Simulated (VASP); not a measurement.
A run of VASP 6.6.1 is set up as follows.

File INCAR:

```
SYSTEM = LiF
PREC = Accurate ; ENCUT = 520
EDIFF = 1E-8 ; ISMEAR = -1
SIGMA = 0.03 ; LREAL = .FALSE.
LASPH = .TRUE. ; NELM = 80
ALGO = Normal ; ISIF = 2
LWAVE = .FALSE. ; LCHARG = .FALSE.
GGA = PE ; LEFG = .TRUE.
NBANDS = 12
```

KPOINTS

```
regular mesh
0
G
  10 10 10
  0 0 0
```

The input POSCAR:

```
LiF
1.0
    0.0000000000      2.0341400000      2.0140000000
    2.0341400000      0.0000000000      2.0140000000
    2.0341400000      2.0341400000      0.0000000000
Li F
1 1
Direct
    0.0000000000      0.0000000000      0.0000000000
    0.5000000000      0.5000000000      0.5000000000
```

Potentials or basis: VASP PAW PBE potentials, release 64 (Li_sv, F).

The run is started by

```console
$ cat potpaw_PBE.64/Li_sv/POTCAR potpaw_PBE.64/F/POTCAR > POTCAR
$ mpirun -np 1 vasp_std > vasp.out
```

Task: Predict the band gap on the k mesh.

Result: 8.90 eV, direct.

Electric field gradients, principal values (V/Å²):
| atom | least | middle | greatest (by size) |
| --- | --- | --- | --- |
| 1 Li | 0.022 | 0.025 | -0.047 |
| 2 F | 0.168 | 0.169 | -0.337 |

Caveat: the cell differs from its parent crystal (equal xx and yy strain of +1 %); without QUAD_EFG the Cq values of the log hold for a quadrupole moment of 1 mb, not for the nuclei. A k mesh can miss the band edges.
